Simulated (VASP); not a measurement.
Crystal: BiO5.

```
Bi O
1.0
     3.99779    0.00000    0.00000
    -1.99889    3.46219    0.00000
     0.00000    0.00000    6.45381
Bi O
1 5
Direct
  0.00000 0.00000 0.00000
  0.50000 0.00000 0.50000
  0.00000 0.50000 0.50000
  0.50000 0.50000 0.50000
  0.00000 0.00000 0.66758
  0.00000 0.00000 0.33242
```

The cell was built from a structure type or drawn by symmetry, and may not be a known phase.

```yaml
Program: VASP 6.6.1
Task: relaxation of cell and atoms
Functional: PBE
Potentials_or_basis: VASP PAW PBE potentials, release 64 (Bi_d, O)
Cutoff: 600 eV
k_mesh: 5 × 5 × 3
Occupations: gaussian, width 0.2 eV
Spin: no spin polarisation
```

At the start: pressure 0.5 GPa; volume 14.89 Å³/atom.

Question: Where does the relaxation end?

Answer: Over 16 steps the energy falls by 319.5 meV/atom and the volume is 15.66 Å³/atom (+5.2 %); space group P6/mmm (No. 191, to 0.1 Å) before and after.

The path:
```csv
step,energy change (eV),largest force (eV/Å),pressure (GPa),volume (Å³)
1,0.0000,1.5367,0.48,89.33
2,-0.2411,1.4724,0.48,89.90
3,-0.7734,0.4666,3.36,91.60
4,-0.8672,0.5256,2.99,92.22
5,-1.1139,0.7688,2.12,94.03
6,-1.4368,1.5191,1.52,97.44
7,-1.2444,4.2595,3.91,103.42
8,-1.4212,3.2074,3.02,101.07
9,-1.6941,1.5598,-0.93,103.44
10,-1.7211,0.4490,-3.83,105.28
11,-1.7310,0.8187,-2.84,104.65
12,-1.7648,0.7745,-2.51,103.50
13,-1.8456,0.6516,-1.42,100.12
14,-1.9087,0.4247,1.33,93.56
15,-1.9157,0.1254,-0.13,94.13
16,-1.9169,0.0218,0.26,93.97
```

Final structure:
```
CELL_PARAMETERS angstrom
3.63946 0.00000 0.00000
-1.81973 3.15187 0.00000
0.00000 0.00000 8.19217
ATOMIC_POSITIONS crystal
Bi 0.00000 0.00000 0.00000
O 0.50000 0.00000 0.50000
O 0.00000 0.50000 0.50000
O 0.50000 0.50000 0.50000
O 0.00000 0.00000 0.76100
O 0.00000 0.00000 0.23900
```

Caveat: the k points lie up to 0.40 Å⁻¹ apart in the final cell, too coarse for converged energies and pressures of a metal; a cell axis changed by over 15 % at a fixed basis, so the end point is rough; an odd number of electrons without spin polarisation forces a metal; a magnetic or distorted state may lie lower.
